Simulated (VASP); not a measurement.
# Ti3C in VASP: a series of runs

The runs below take Ti3C through single point, with PBE.

All numbers are computed with VASP 6.6.1; they aren't measurements. Logs are shortened: lines on timing, memory, paths and dates and some standing lists are left out, and cuts for length are marked.

## (1) The cell of the first run

The cell holds a slab with vacuum, 4 atoms: a = 2.908 Å, b = 2.908 Å, c = 19.994 Å, α = 90.00°, β = 90.00°, γ = 120.00°.

## (2) Single point, PBE

The input, INCAR:

```
SYSTEM = Ti3C
  ALGO = Normal
  DIPOL = 0.5 0.5 0.360
  EDIFF = 1E-7
  ENCUT = 520
  GGA = PE
  IDIPOL = 3
  ISIF = 2
  ISMEAR = 0
  LASPH = .True.
  LCHARG = .False.
  LDIPOL = .True.
  LREAL = .False.
  LWAVE = .False.
  NBANDS = 28
  NELM = 80
  PREC = Accurate
  SIGMA = 0.1
```

The input, KPOINTS:

```
k-points
0
Gamma
  9 9 1
  0 0 0
```

The input, POSCAR:

```
Ti3C
1.0
    2.9075446938      0.0000000000      0.0000000000
   -1.4537723469      2.5180075675      0.0000000000
    0.0000000000      0.0000000000     19.9935259089
Ti C
3 1
Direct
    0.6666666667      0.3333333333      0.2000647619
    0.3333333333      0.6666666667      0.3124429307
    0.0000000000      0.0000000000      0.4248138096
    0.0000000000      0.3333333333      0.5015723363
```

Potentials or basis: VASP PAW PBE potentials, release 64 (Ti_sv, C).

On the command line:

```bash
$ cat potpaw_PBE.64/Ti_sv/POTCAR potpaw_PBE.64/C/POTCAR > POTCAR
$ mpirun -np 1 vasp_std > vasp.out
```

OUTCAR:

```text
SYSTEM = Ti3C
   EDIFF = 1E-7
   ENCUT = 520
   GGA = PE
   ISIF = 2
   ISMEAR = 0
   LASPH = .True.
   LREAL = .False.
   NELM = 80
   PREC = Accurate

 ion  position               nearest neighbor table
   1  0.667  0.333  0.200-   2 2.80   2 2.80   2 2.80
   2  0.333  0.667  0.312-   3 2.80   3 2.80   3 2.80   1 2.80   1 2.80   1 2.80
   3  0.000  0.000  0.425-   4 1.82   4 2.47   2 2.80   2 2.80   2 2.80
   4  0.000  0.333  0.502-   3 1.82   3 2.47

  LATTYP: Found a hexagonal cell.
 ALAT       =     2.9075446938
 C/A-ratio  =     6.8764294325

  Lattice vectors:

 A1 = (   2.9075446938,   0.0000000000,   0.0000000000)
 A2 = (  -1.4537723469,   2.5180075675,   0.0000000000)
 A3 = (   0.0000000000,   0.0000000000,  19.9935259089)

Analysis of symmetry for initial positions (statically):
=====================================================================
 Subroutine PRICEL returns:
 Original cell was already a primitive cell.

 Routine SETGRP: Setting up the symmetry group for a
 hexagonal supercell.

 Subroutine GETGRP returns: Found  1 space group operations
 (whereof  1 operations were pure point group operations)
 out of a pool of 24 trial point group operations.

The static configuration has the point symmetry C_1 .

Analysis of symmetry for dynamics (positions and initial velocities):
=====================================================================
 Subroutine PRICEL returns:
 Original cell was already a primitive cell.

 Routine SETGRP: Setting up the symmetry group for a
 hexagonal supercell.

 Subroutine GETGRP returns: Found  1 space group operations
 (whereof  1 operations were pure point group operations)
 out of a pool of 24 trial point group operations.

The dynamic configuration has the point symmetry C_1 .

 Subroutine INISYM returns: Found  1 space group operations
 (whereof  1 operations are pure point group operations),
 and found     1 'primitive' translations

----------------------------------------------------------------------------------------

                                     Primitive cell

  volume of cell :     146.3770

  direct lattice vectors                    reciprocal lattice vectors
     2.907544694  0.000000000  0.000000000     0.343932804  0.198569697  0.000000000
    -1.453772347  2.518007568  0.000000000     0.000000000  0.397139394  0.000000000
     0.000000000  0.000000000 19.993525909     0.000000000  0.000000000  0.050016190

  length of vectors
     2.907544694  2.907544694 19.993525909     0.397139394  0.397139394  0.050016190

  position of ions in fractional coordinates (direct lattice)
     0.666666667  0.333333333  0.200064762
     0.333333333  0.666666667  0.312442931
     0.000000000  0.000000000  0.424813810
     0.000000000  0.333333333  0.501572336

  ion indices of the primitive-cell ions
   primitive index   ion index
                 1           1
                 2           2
                 3           3
                 4           4

----------------------------------------------------------------------------------------

 KPOINTS: k-points

Automatic generation of k-mesh.
 Grid dimensions read from file:
 generate k-points for:    9    9    1

 Generating k-lattice:

  Cartesian coordinates                     Fractional coordinates (reciprocal lattice)
     0.038214756  0.022063300  0.000000000     0.111111111 -0.000000000  0.000000000
     0.000000000  0.044126599  0.000000000     0.000000000  0.111111111  0.000000000
     0.000000000  0.000000000  0.050016190     0.000000000  0.000000000  1.000000000

  Length of vectors
     0.044126599  0.044126599  0.050016190

  Shift w.r.t. Gamma in fractional coordinates (k-lattice)
     0.000000000  0.000000000  0.000000000

 Subroutine IBZKPT returns following result:
 ===========================================

 Found     41 irreducible k-points:

 Following reciprocal coordinates:
            Coordinates               Weight
  0.000000  0.000000  0.000000      1.000000
  0.111111 -0.000000  0.000000      2.000000
  0.000000  0.111111  0.000000      2.000000
 -0.111111  0.111111  0.000000      2.000000
  0.222222  0.000000  0.000000      2.000000
  0.000000  0.222222  0.000000      2.000000
[... 16 lines left out ...]
  0.333333  0.111111  0.000000      2.000000
 -0.111111  0.444444  0.000000      2.000000
 [... further k-points ...]
   k-points           NKPTS =     41   k-points in BZ     NKDIM =     41   number of bands    NBANDS=     28
   number of dos      NEDOS =    301   number of ions     NIONS =      4
   total plane-waves  NPLWV =  86400
   dimension x,y,z NGX =    24 NGY =   24 NGZ =  150
   dimension x,y,z NGXF=    48 NGYF=   48 NGZF=  300
   ions per type =               3   1
   NGX,Y,Z   is equivalent  to a cutoff of  13.72, 13.72, 12.47 a.u.
   NGXF,Y,Z  is equivalent  to a cutoff of  27.45, 27.45, 24.94 a.u.
 SYSTEM =  Ti3C
   PREC   = accura    normal or accurate (medium, high low for compatibility)
   ISTART =      0    job   : 0-new  1-cont  2-samecut
   ICHARG =      2    charge: 1-file 2-atom 10-const
   ISPIN  =      1    spin polarized calculation?
   LNONCOLLINEAR =      F non collinear calculations
   LSORBIT =      F    spin-orbit coupling
   LASPH  =      T    aspherical Exc in radial PAW
   ENCUT  =  520.0 eV  38.22 Ry    6.18 a.u.   5.41  5.41 37.17*2*pi/ulx,y,z
   NELM   =     80;   NELMIN=  2; NELMDL= -5     # of ELM steps
   EDIFF  = 0.1E-06   stopping-criterion for ELM
   LREAL  =      F    real-space projection
   EDIFFG = 0.1E-05   stopping-criterion for IOM
   NSW    =      0    number of steps for IOM
   IBRION =     -1    ionic relax: 0-MD 1-quasi-New 2-CG
   NFREE  =      0    steps in history (QN), initial steepest desc. (CG)
   ISIF   =      2    stress and relaxation
   ISYM   =      2    0-nonsym 1-usesym 2-fastsym
   POTIM  = 0.5000    time-step for ionic-motion
   TEBEG  =    0.0;   TEEND  =   0.0 temperature during run
   PSTRESS=    0.0 pullay stress
   NELECT =      40.0000    total number of electrons
   NUPDOWN=      -1.0000    fix difference up-down
   EMIN   =  10.00;   EMAX   =-10.00  energy-range for DOS
   EFERMI =   0.00;   METHOD = LEGACY
   ISMEAR =     0;   SIGMA  =   0.10  broadening in eV -4-tet -1-fermi 0-gaus
   EFERMI_NEDOS =   21; number of points for ismear=-14 and -15
   IALGO  =     38    algorithm
   IMIX   =      4    mixing-type and parameters
     AMIX     =   0.40;   BMIX     =  1.00
     AMIX_MAG =   1.60;   BMIX_MAG =  1.00
  volume/ion in A,a.u.               =      36.59       246.95
  Fermi-wavevector in a.u.,A,eV,Ry     =   1.062357  2.007564 15.355573  1.128603
  Thomas-Fermi vector in A             =   2.197805
   LORBIT       =      0    0 simple, 1 ext, 2 COOP (PROOUT), +10 PAW based schemes
   GGA     = PE    functional components
   LHFCALC =     F    Hartree Fock is set to
   AEXX    =    0.0000 exact exchange contribution
   IVDW    =     0    specifies the selected vdW correction
   LEPSILON=     F    determine dielectric tensor
   LRPA    =     F    only Hartree local field effects (RPA)
 non-spin polarized calculation
 Gauss-broadening in eV      SIGMA  =   0.10
  energy-cutoff  :      520.00
  volume of cell :      146.38
 maximum number of plane-waves:      4011
 NGX is ok and might be reduce to    24
   NGX = 11   NGY = 11   NGZ = 75

 number of electron      39.9999994 magnetization

 dipolmoment           0.000000      0.000000      0.098982 electrons x Angstroem

 Free energy of the ion-electron system (eV)
  ---------------------------------------------------
  ext. energy  EPLUGINS =         0.00000000
  ---------------------------------------------------
  free energy    TOTEN  =       -27.70664378 eV

  energy without entropy =      -27.67757740  energy(sigma->0) =      -27.69211059

 E-fermi :  -0.2433     XC(G=0):  -5.5594

 val. band max:       -0.2474614149   @ k =  -0.3333   0.3333   0.0000
 cond. band min:      -0.2373634216   @ k =  -0.2222   0.1111   0.0000
 fundamental gap:      0.0100979933
 Fermi energy:        -0.2432929063

 k-point     1 :       0.0000    0.0000    0.0000
  band No.  band energies     occupation
      1     -57.0932      2.00000
      2     -56.7809      2.00000
      3     -56.2555      2.00000
      4     -33.4919      2.00000
      5     -33.0568      2.00000
      6     -33.0500      2.00000
[... 20 lines left out ...]
     27       1.9875      0.00000
     28       2.1601      0.00000

 k-point     2 :       0.1111   -0.0000    0.0000
  band No.  band energies     occupation
      1     -57.0831      2.00000
      2     -56.7717      2.00000
      3     -56.2463      2.00000
      4     -33.4750      2.00000
      5     -33.1279      2.00000
      6     -33.0711      2.00000
[... 20 lines left out ...]
     27       1.6913      0.00000
     28       2.0663      0.00000

 k-point     3 :       0.0000    0.1111    0.0000
  band No.  band energies     occupation
      1     -57.0831      2.00000
      2     -56.7717      2.00000
      3     -56.2461      2.00000
      4     -33.4749      2.00000
      5     -33.1312      2.00000
      6     -33.0668      2.00000
[... 20 lines left out ...]
     27       1.8060      0.00000
     28       2.0446      0.00000

 k-point     4 :      -0.1111    0.1111    0.0000
  band No.  band energies     occupation
      1     -57.0831      2.00000
      2     -56.7717      2.00000
      3     -56.2461      2.00000
      4     -33.4750      2.00000
      5     -33.1322      2.00000
      6     -33.0655      2.00000
[... 578 lines left out ...]
     27       2.0819      0.00000
     28       2.4535      0.00000

 k-point    23 :       0.3333    0.1111    0.0000
  band No.  band energies     occupation
      1     -57.0134      2.00000
      2     -56.7084      2.00000
      3     -56.1821      2.00000
      4     -33.5192      2.00000
      5     -33.3881      2.00000
      6     -33.2121      2.00000
[... 20 lines left out ...]
     27       2.7984      0.00000
     28       3.0668      0.00000

 k-point    24 :      -0.1111    0.4444    0.0000
  band No.  band energies     occupation
      1     -57.0134      2.00000
      2     -56.7085      2.00000
      3     -56.1809      2.00000
      4     -33.5236      2.00000
      5     -33.3845      2.00000
      6     -33.2082      2.00000
[... 20 lines left out ...]
     27       2.5208      0.00000
     28       3.1426      0.00000

 [... further k-points ...]

------------------------ aborting loop because EDIFF is reached ----------------------------------------

 vacuum level on the upper side and lower side of the slab       (xc-potential included)         1.026        -1.416

  FORCE on cell =-STRESS in cart. coord.  units (eV):
  Direction    XX          YY          ZZ          XY          YZ          ZX
  --------------------------------------------------------------------------------------
  -------------------------------------------------------------------------------------
  Total       -0.4905626      1.1453616      1.3286651     -0.3397859      2.7472789     -1.2872749
  in kB       -5.3694799     12.5366182     14.5429761     -3.7191453     30.0704908    -14.0899379
  external PRESSURE =       7.2367048 kB  Pullay stress =       0.0000000 kB

 VOLUME and BASIS-vectors are now :
 -----------------------------------------------------------------------------
  energy-cutoff  :      520.00
  volume of cell :      146.38
      direct lattice vectors                 reciprocal lattice vectors
     2.907544694  0.000000000  0.000000000     0.343932804  0.198569697  0.000000000
    -1.453772347  2.518007568  0.000000000     0.000000000  0.397139394  0.000000000
     0.000000000  0.000000000 19.993525909     0.000000000  0.000000000  0.050016190

 POSITION                                       TOTAL-FORCE (eV/Angst)
 -----------------------------------------------------------------------------------
      1.45377      0.83934      4.00000         0.035254     -0.036593      0.181050
     -0.00000      1.67867      6.24684        -0.267996      0.068700     -0.921984
      0.00000      0.00000      8.49353         1.360628     -1.815664      0.684501
     -0.48459      0.83934     10.02820        -1.127886      1.783557      0.056433
 -----------------------------------------------------------------------------------
    total drift:                                0.000012     -0.000024     -0.000096

  FREE ENERGIE OF THE ION-ELECTRON SYSTEM (eV)
  ---------------------------------------------------
  free  energy   TOTEN  =       -27.7066437829 eV

  energy  without entropy=      -27.6775774046  energy(sigma->0) =      -27.69211059

 vacuum level on the upper side and lower side of the slab         6.537         4.031
```

It took 9.4 min on 1 thread of AMD EPYC 7R43 (Zen 3), shared host; peak memory 0.31 GiB.

Results:

- Free energy: -27.7066 eV
- Largest force: 2.370 eV/Å
- Band gap on the k mesh: zero (band 20 reaches 0.49 eV, above the bottom of band 21 at -0.56 eV)

Forces on the atoms (eV/Å):
```
Ti   0.035 -0.037  0.181
Ti  -0.268  0.069 -0.922
Ti   1.361 -1.816  0.685
C   -1.128  1.784  0.056
```

Levels at points of the mesh, in eV from the Fermi level:
```tsv
k point	band 16	band 17	band 18	band 19	band 20	band 21	band 22	band 23	band 24	band 25
(0.00, 0.00, 0.00)	-2.77	-0.45	-0.13	0.37	0.73	0.78	0.79	0.88	0.98	1.11
```

## (3) Single point, PBE

Edit INCAR of step 2 so:

```diff
@@ -2,4 +2,4 @@
   ALGO = Normal
-  DIPOL = 0.5 0.5 0.360
-  EDIFF = 1E-7
+  DIPOL = 0.5 0.5 0.364
+  EDIFF = 1E-6
   ENCUT = 520
```

KPOINTS is that of step 2.

Edit POSCAR of step 2 so:

```diff
@@ -11,2 +11,2 @@
     0.0000000000      0.0000000000      0.4248138096
-    0.0000000000      0.3333333333      0.5015723363
+    0.0000000000      0.1666666667      0.5178664052
```

Potentials or basis: VASP PAW PBE potentials, release 64 (Ti_sv, C).

On the command line:

```bash
$ cat potpaw_PBE.64/Ti_sv/POTCAR potpaw_PBE.64/C/POTCAR > POTCAR
$ mpirun -np 1 vasp_std > vasp.out
```

OUTCAR:

```text
SYSTEM = Ti3C
   EDIFF = 1E-6
   ENCUT = 520
   GGA = PE
   ISIF = 2
   ISMEAR = 0
   LASPH = .True.
   LREAL = .False.
   NELM = 80
   PREC = Accurate

 ion  position               nearest neighbor table
   1  0.667  0.333  0.200-   2 2.80   2 2.80   2 2.80
   2  0.333  0.667  0.312-   3 2.80   3 2.80   3 2.80   1 2.80   1 2.80   1 2.80
   3  0.000  0.000  0.425-   4 1.92   2 2.80   2 2.80   2 2.80
   4  0.000  0.167  0.518-   3 1.92

  LATTYP: Found a hexagonal cell.
 ALAT       =     2.9075446938
[... 948 lines left out ...]
  --------------------------------------------------------------------------------------
  -------------------------------------------------------------------------------------
  Total       -1.2653811     -0.5849866      0.6051267      0.1015468      1.4836099     -0.7884989
  in kB      -13.8502972     -6.4030031      6.6234474      1.1114865     16.2389324     -8.6305576
  external PRESSURE =      -4.5432843 kB  Pullay stress =       0.0000000 kB

 VOLUME and BASIS-vectors are now :
 -----------------------------------------------------------------------------
  energy-cutoff  :      520.00
  volume of cell :      146.38
      direct lattice vectors                 reciprocal lattice vectors
     2.907544694  0.000000000  0.000000000     0.343932804  0.198569697  0.000000000
    -1.453772347  2.518007568  0.000000000     0.000000000  0.397139394  0.000000000
     0.000000000  0.000000000 19.993525909     0.000000000  0.000000000  0.050016190

 POSITION                                       TOTAL-FORCE (eV/Angst)
 -----------------------------------------------------------------------------------
      1.45377      0.83934      4.00000         0.030395     -0.012862      0.167998
     -0.00000      1.67867      6.24684        -0.154315      0.103741     -0.585082
      0.00000      0.00000      8.49353         0.660572     -0.982350      0.384647
     -0.24230      0.41967     10.35398        -0.536652      0.891471      0.032437
 -----------------------------------------------------------------------------------
    total drift:                               -0.000001     -0.000034     -0.000101

  FREE ENERGIE OF THE ION-ELECTRON SYSTEM (eV)
  ---------------------------------------------------
  free  energy   TOTEN  =       -26.9654800378 eV

  energy  without entropy=      -26.9433606692  energy(sigma->0) =      -26.95442035

 vacuum level on the upper side and lower side of the slab         6.726         4.126
```

stdout:

```text
POSCAR found type information on POSCAR TiC
 POSCAR found :  2 types and       4 ions
 scaLAPACK will be used
 LDA part: xc-table for (Slater+PW92), standard interpolation
 POSCAR, INCAR and KPOINTS ok, starting setup
 FFT: planning ... GRIDC
 FFT: planning ... GRID_SOFT
 FFT: planning ... GRID
 WAVECAR not read
 entering main loop
```

Wall time 9.9 min (1 thread of AMD EPYC 7R43 (Zen 3), shared host); peak memory 0.3 GiB.

What came out:

* Free energy: -26.9655 eV
* Largest force: 1.245 eV/Å
* Band gap on the k mesh: zero (band 20 reaches 0.50 eV, above the bottom of band 21 at -0.49 eV)

Forces in eV/Å, atoms in the order of the input:
```
Ti   0.030 -0.013  0.168
Ti  -0.154  0.104 -0.585
Ti   0.661 -0.982  0.385
C   -0.537  0.891  0.032
```

Levels at points of the mesh, in eV from the Fermi level:
| k point | band 17 | band 18 | band 19 | band 20 | band 21 | band 22 | band 23 | band 24 |
| --- | --- | --- | --- | --- | --- | --- | --- | --- |
| (0.00, 0.00, 0.00) | -0.98 | -0.04 | 0.73 | 0.75 | 0.79 | 0.83 | 0.87 | 0.98 |

## (4) Single point, PBE

The input, INCAR:

```
PREC = Accurate
ENCUT = 520
EDIFF = 1E-6
ISMEAR = 0
SIGMA = 0.1
LREAL = F
LASPH = T
NELM = 60
ALGO = Normal
ISIF = 2
LWAVE = F
LCHARG = F
LDIPOL = T
IDIPOL = 3
DIPOL = 0.5 0.5 0.356
GGA = PE
NBANDS = 28
```

The input, KPOINTS:

```
regular mesh
0
Gamma
  9 9 1
```

Edit POSCAR of step 3 so:

```diff
@@ -11,2 +11,2 @@
     0.0000000000      0.0000000000      0.4248138096
-    0.0000000000      0.1666666667      0.5178664052
+    0.1666666667      0.6666666667      0.4853787116
```

On the command line:

```bash
$ cat potpaw_PBE.64/Ti_sv/POTCAR potpaw_PBE.64/C/POTCAR > POTCAR
$ mpirun -np 1 vasp_std > vasp.out
```

Wall time 9.3 min (1 thread of AMD EPYC 7R43 (Zen 3), shared host); peak memory 0.3 GiB.

The run converged. Its results:

- Free energy: -28.3941 eV
- Largest force: 3.105 eV/Å
- Band gap on the k mesh: zero (band 20 reaches 0.32 eV, above the bottom of band 21 at -0.57 eV)

Forces in eV/Å, atoms in the order of the input:
```
Ti  -0.028  0.007  0.289
Ti  -0.078 -0.131 -1.289
Ti  -1.952  2.226  0.938
C    2.058 -2.101  0.061
```

Levels at points of the mesh, in eV from the Fermi level:
```csv
k point,band 16,band 17,band 18,band 19,band 20,band 21,band 22,band 23,band 24,band 25
"(0.00, 0.00, 0.00)",-3.00,-0.58,-0.31,-0.06,0.49,0.73,0.77,0.78,0.91,0.99
```

## (5) Single point, PBE

The input, INCAR:

```
SYSTEM = Ti3C
ALGO = Normal ; DIPOL = 0.5 0.5 0.356
EDIFF = 1E-7 ; ENCUT = 520
GGA = PE ; IDIPOL = 3
ISIF = 2 ; ISMEAR = 0
LASPH = .True. ; LCHARG = .True.
LDIPOL = .True. ; LELF = .True.
LREAL = .False. ; LVACPOTAV = .True.
LVHAR = .True. ; LWAVE = .False.
NBANDS = 28 ; NELM = 100
PREC = Accurate ; SIGMA = 0.1
```

The input, KPOINTS:

```
k-points
0
Gamma
  9 9 1
  0 0 0
```

Edit POSCAR of step 4 so:

```diff
@@ -11,2 +11,2 @@
     0.0000000000      0.0000000000      0.4248138096
-    0.1666666667      0.6666666667      0.4853787116
+    0.5000000000      0.3333333333      0.4857980498
```

On the command line:

```bash
$ cat potpaw_PBE.64/Ti_sv/POTCAR potpaw_PBE.64/C/POTCAR > POTCAR
$ mpirun -np 1 vasp_std > vasp.out
```

Wall time 10 min (1 thread of AMD EPYC 7R43 (Zen 3), shared host); peak memory 0.3 GiB.

The run converged. Its results:

* Free energy: -28.4041 eV
* Largest force: 3.204 eV/Å
* Band gap on the k mesh: zero (band 20 reaches 0.33 eV, above the bottom of band 21 at -0.63 eV)

Forces on the atoms (eV/Å):
```
Ti   0.022  0.002  0.227
Ti   0.397  0.038 -1.240
Ti  -2.335 -1.974  0.956
C    1.916  1.934  0.056
```

Levels at points of the mesh, in eV from the Fermi level:
| k point | band 17 | band 18 | band 19 | band 20 | band 21 | band 22 | band 23 | band 24 |
| --- | --- | --- | --- | --- | --- | --- | --- | --- |
| (0.00, 0.00, 0.00) | -0.53 | -0.25 | 0.00 | 0.53 | 0.75 | 0.77 | 0.80 | 0.94 |
